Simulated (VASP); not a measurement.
# MgO (I4/mmm) in VASP: single point with PBE

Aim: the single point of MgO with PBE.

Everything below comes from runs of VASP 6.6.1. Logs are shortened: lines on timing, memory, paths and dates and some standing lists are left out, and cuts for length are marked.

## (1) The cell of the first run

It takes space group I4/mmm (No. 139, tetragonal). Conventional cell: a = 2.942 Å, b = 2.942 Å, c = 4.368 Å, α = 90.00°, β = 90.00°, γ = 90.00°. Mg (site symmetry 4/mmm) has 6 O at 2.08 to 2.18 Å within 2.8 Å. Within 2.8 Å of O (site symmetry 4/mmm) lie 6 Mg at 2.08 to 2.18 Å.

## (2) Single point, PBE

Input file INCAR:

```
PREC = Accurate
ENCUT = 840
EDIFF = 1E-6
ISMEAR = 0
SIGMA = 0.1
LREAL = False
LASPH = True
NELM = 120
ALGO = Normal
ISIF = 2
LWAVE = False
LCHARG = False
GGA = PE
NBANDS = 24
GGA_COMPAT = False
```

Input file KPOINTS:

```
Automatic mesh
0
Gamma
  6 6 4
```

Input file POSCAR:

```
MgO
1.0
    2.9422714537      0.0000000000      0.0000000000
    0.0000000000      2.9422714537      0.0000000000
    0.0000000000      0.0000000000      4.3679383325
Mg O
2 2
Direct
    0.0000000000      0.0000000000      0.0000000000
    0.5000000000      0.5000000000      0.5000000000
    0.5000000000      0.5000000000      0.0000000000
    0.0000000000      0.0000000000      0.5000000000
```

Potentials or basis: VASP PAW PBE potentials, release 64 (Mg_sv, O).

Run with:

```
$ cat potpaw_PBE.64/Mg_sv/POTCAR potpaw_PBE.64/O/POTCAR > POTCAR
$ mpirun -np 1 vasp_std > vasp.out
```

OUTCAR:

```text
PREC = Accurate
   ENCUT = 840
   EDIFF = 1E-6
   ISMEAR = 0
   LREAL = False
   LASPH = True
   NELM = 120
   ISIF = 2
   GGA = PE

 ion  position               nearest neighbor table
   1  0.000  0.000  0.000-   3 2.08   3 2.08   3 2.08   3 2.08
   2  0.500  0.500  0.500-   4 2.08   4 2.08   4 2.08   4 2.08
   3  0.500  0.500  0.000-   1 2.08   1 2.08   1 2.08   1 2.08
   4  0.000  0.000  0.500-   2 2.08   2 2.08   2 2.08   2 2.08

  LATTYP: Found a simple tetragonal cell.
 ALAT       =     2.9422714537
 C/A-ratio  =     1.4845463450

  Lattice vectors:

 A1 = (   2.9422714537,   0.0000000000,   0.0000000000)
 A2 = (   0.0000000000,   2.9422714537,   0.0000000000)
 A3 = (   0.0000000000,   0.0000000000,   4.3679383325)

Analysis of symmetry for initial positions (statically):
=====================================================================
 Subroutine PRICEL returns following result:

  LATTYP: Found a body centered tetragonal cell.
 ALAT       =     2.9422714537
 C/A-ratio  =     1.4845463450

  Lattice vectors:

 A1 = (   1.4711357269,  -1.4711357269,  -2.1839691662)
 A2 = (  -1.4711357269,   1.4711357269,  -2.1839691662)
 A3 = (   1.4711357269,   1.4711357268,   2.1839691662)

   2 primitive cells build up your supercell.

 Routine SETGRP: Setting up the symmetry group for a
 simple tetragonal supercell.

 Subroutine GETGRP returns: Found 16 space group operations
 (whereof 16 operations were pure point group operations)
 out of a pool of 16 trial point group operations.

The static configuration has the point symmetry D_4h.

Analysis of symmetry for dynamics (positions and initial velocities):
=====================================================================
 Subroutine PRICEL returns following result:

  LATTYP: Found a body centered tetragonal cell.
 ALAT       =     2.9422714537
 C/A-ratio  =     1.4845463450

  Lattice vectors:

 A1 = (   1.4711357269,  -1.4711357269,  -2.1839691662)
 A2 = (  -1.4711357269,   1.4711357269,  -2.1839691662)
 A3 = (   1.4711357269,   1.4711357268,   2.1839691662)

   2 primitive cells build up your supercell.

 Routine SETGRP: Setting up the symmetry group for a
 simple tetragonal supercell.

 Subroutine GETGRP returns: Found 16 space group operations
 (whereof 16 operations were pure point group operations)
 out of a pool of 16 trial point group operations.

[... 97 lines left out ...]
   LASPH  =      T    aspherical Exc in radial PAW
   ENCUT  =  840.0 eV  61.74 Ry    7.86 a.u.   6.95  6.95 10.32*2*pi/ulx,y,z
   NELM   =    120;   NELMIN=  2; NELMDL= -5     # of ELM steps
   EDIFF  = 0.1E-05   stopping-criterion for ELM
   LREAL  =      F    real-space projection
   EDIFFG = 0.1E-04   stopping-criterion for IOM
   NSW    =      0    number of steps for IOM
   IBRION =     -1    ionic relax: 0-MD 1-quasi-New 2-CG
   NFREE  =      0    steps in history (QN), initial steepest desc. (CG)
   ISIF   =      2    stress and relaxation
   ISYM   =      2    0-nonsym 1-usesym 2-fastsym
   POTIM  = 0.5000    time-step for ionic-motion
   TEBEG  =    0.0;   TEEND  =   0.0 temperature during run
   PSTRESS=    0.0 pullay stress
   NELECT =      32.0000    total number of electrons
   NUPDOWN=      -1.0000    fix difference up-down
   EMIN   =  10.00;   EMAX   =-10.00  energy-range for DOS
   EFERMI =   0.00;   METHOD = LEGACY
   ISMEAR =     0;   SIGMA  =   0.10  broadening in eV -4-tet -1-fermi 0-gaus
   EFERMI_NEDOS =   21; number of points for ismear=-14 and -15
   IALGO  =     38    algorithm
   IMIX   =      4    mixing-type and parameters
     AMIX     =   0.40;   BMIX     =  1.00
     AMIX_MAG =   1.60;   BMIX_MAG =  1.00
  volume/ion in A,a.u.               =       9.45        63.79
  Fermi-wavevector in a.u.,A,eV,Ry     =   1.548499  2.926238 32.624704  2.397848
  Thomas-Fermi vector in A             =   2.653440
   LORBIT       =      0    0 simple, 1 ext, 2 COOP (PROOUT), +10 PAW based schemes
   GGA     = PE    functional components
   LHFCALC =     F    Hartree Fock is set to
   AEXX    =    0.0000 exact exchange contribution
   IVDW    =     0    specifies the selected vdW correction
   LEPSILON=     F    determine dielectric tensor
   LRPA    =     F    only Hartree local field effects (RPA)
 non-spin polarized calculation
 Gauss-broadening in eV      SIGMA  =   0.10
  energy-cutoff  :      840.00
  volume of cell :       37.81
 maximum number of plane-waves:      2112
 NGX is ok and might be reduce to    28
   NGX = 13   NGY = 13   NGZ = 21

 number of electron      31.9999975 magnetization

 Free energy of the ion-electron system (eV)
  ---------------------------------------------------
  ext. energy  EPLUGINS =         0.00000000
  ---------------------------------------------------
  free energy    TOTEN  =       -23.72573696 eV

  energy without entropy =      -23.72573696  energy(sigma->0) =      -23.72573696

 E-fermi :   3.5026     XC(G=0): -11.3271

 val. band max:        2.8852805064   @ k =   0.0000   0.0000   0.0000
 cond. band min:       7.4362827345   @ k =   0.0000   0.0000   0.0000
 fundamental gap:      4.5510022281
 Fermi energy:         3.5026081451

 k-point     1 :       0.0000    0.0000    0.0000
  band No.  band energies     occupation
      1     -69.4692      2.00000
      2     -69.4599      2.00000
      3     -36.2813      2.00000
      4     -36.2139      2.00000
      5     -36.2098      2.00000
      6     -36.2098      2.00000
[... 637 lines left out ...]
     23      19.6022      0.00000
     24      19.6022      0.00000

 [... further k-points ...]

------------------------ aborting loop because EDIFF is reached ----------------------------------------

  FORCE on cell =-STRESS in cart. coord.  units (eV):
  Direction    XX          YY          ZZ          XY          YZ          ZX
  --------------------------------------------------------------------------------------
  -------------------------------------------------------------------------------------
  Total        1.5472690      1.5472690     -0.5997978      0.0000000      0.0000000      0.0000000
  in kB       65.5593202     65.5593202    -25.4140283      0.0000000      0.0000000      0.0000000
  external PRESSURE =      35.2348707 kB  Pullay stress =       0.0000000 kB

 VOLUME and BASIS-vectors are now :
 -----------------------------------------------------------------------------
  energy-cutoff  :      840.00
  volume of cell :       37.81
      direct lattice vectors                 reciprocal lattice vectors
     2.942271454  0.000000000  0.000000000     0.339873467  0.000000000  0.000000000
     0.000000000  2.942271454  0.000000000     0.000000000  0.339873467  0.000000000
     0.000000000  0.000000000  4.367938332     0.000000000  0.000000000  0.228940961

 POSITION                                       TOTAL-FORCE (eV/Angst)
 -----------------------------------------------------------------------------------
      0.00000      0.00000      0.00000         0.000000      0.000000      0.000000
      1.47114      1.47114      2.18397        -0.000000     -0.000000     -0.000000
      1.47114      1.47114      0.00000         0.000000      0.000000      0.000000
      0.00000      0.00000      2.18397         0.000000      0.000000      0.000000
 -----------------------------------------------------------------------------------
    total drift:                                0.000000      0.000000      0.000000

  FREE ENERGIE OF THE ION-ELECTRON SYSTEM (eV)
  ---------------------------------------------------
  free  energy   TOTEN  =       -23.7257369621 eV

  energy  without entropy=      -23.7257369621  energy(sigma->0) =      -23.72573696
```

stdout:

```text
POSCAR found type information on POSCAR MgO
 POSCAR found :  2 types and       4 ions
 scaLAPACK will be used
 LDA part: xc-table for (Slater+PW92), standard interpolation
 POSCAR, INCAR and KPOINTS ok, starting setup
 FFT: planning ... GRIDC
 FFT: planning ... GRID_SOFT
 FFT: planning ... GRID
 WAVECAR not read
 entering main loop
```

Wall time 24 s (1 thread of Intel Xeon Platinum 8375C at 2.90GHz (Ice Lake), shared host); peak memory 0.19 GiB.

Results:

* Free energy: -23.7257 eV
* Pressure: 3.5 GPa
* Band gap on the k mesh: 4.55 eV

Caveat: the stress differs along the axes, from -3 to 7 GPa.
